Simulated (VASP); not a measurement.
Wanted: the native input for a VASP 6.6.1 run.

```
Task                   : single point
Functional             : LDA
Potentials or basis    : VASP PAW LDA potentials, release 64 (Sc_sv, F_h)
Cutoff                 : 910 eV
k mesh                 : 6 × 6 × 6
Occupations            : gaussian, width 0.05 eV
Spin                   : no spin polarisation
Dipole correction      : no
Further INCAR settings : ALGO = Normal; EDIFF = 1e-06; NBANDS = 24
```

The structure of ScF3 lies in POSCAR:

```
ScF3
1.0
    3.8519520000      0.0000000000      0.0000000000
    0.0000000000      3.8519520000      0.0000000000
    0.0000000000      0.0000000000      3.8519520000
Sc F
1 3
Direct
    0.0000000000      0.0000000000      0.0000000000
    0.5000000000      0.0000000000      0.0000000000
    0.0000000000      0.5000000000      0.0000000000
    0.0000000000      0.0000000000      0.5000000000
```

This cell differs from its parent crystal: strain -0.040 along x and y, -0.040 along z.

The input as run:

INCAR

```
ALGO     = Normal         # electronic algorithm
EDIFF    = 1E-6           # SCF threshold, eV
ENCUT    = 910            # plane-wave cutoff, eV
GGA_COMPAT= False        
ISIF     = 2              # what is computed and relaxed
ISMEAR   = 0              # smearing method
LASPH    = True           # aspherical terms in the spheres
LCHARG   = False          # write CHGCAR
LREAL    = False          # projectors in reciprocal space
LWAVE    = False          # write WAVECAR
NBANDS   = 24             # bands
NELM     = 120            # most SCF steps
PREC     = Accurate       # precision mode
SIGMA    = 0.05           # smearing width, eV
```

KPOINTS

```
k-points
0
Gamma
  6 6 6
```

Potentials or basis: VASP PAW LDA potentials, release 64 (Sc_sv, F_h).

Launch:

```bash
$ cat potpaw_LDA.64/Sc_sv/POTCAR potpaw_LDA.64/F_h/POTCAR > POTCAR
$ mpirun -np 1 vasp_std > vasp.out
```

Results of the run:

```json
{
 "Pressure": "12.8 GPa",
 "Band gap on the k mesh": "6.80 eV (least direct gap 7.30 eV)"
}
```

Caveat: the cell differs from its parent crystal (strain -0.040 along x and y, -0.040 along z); the cutoff is under 1.25 times the usual one of these potentials, so pressure, stress and relaxed cells hold a basis-set (Pulay) error; the cell stands under pressure.

It took 34 s on 1 thread of Intel(R) Xeon(R) 6975P-C (Granite Rapids), with other jobs on the host, peak memory 0.21 GiB.
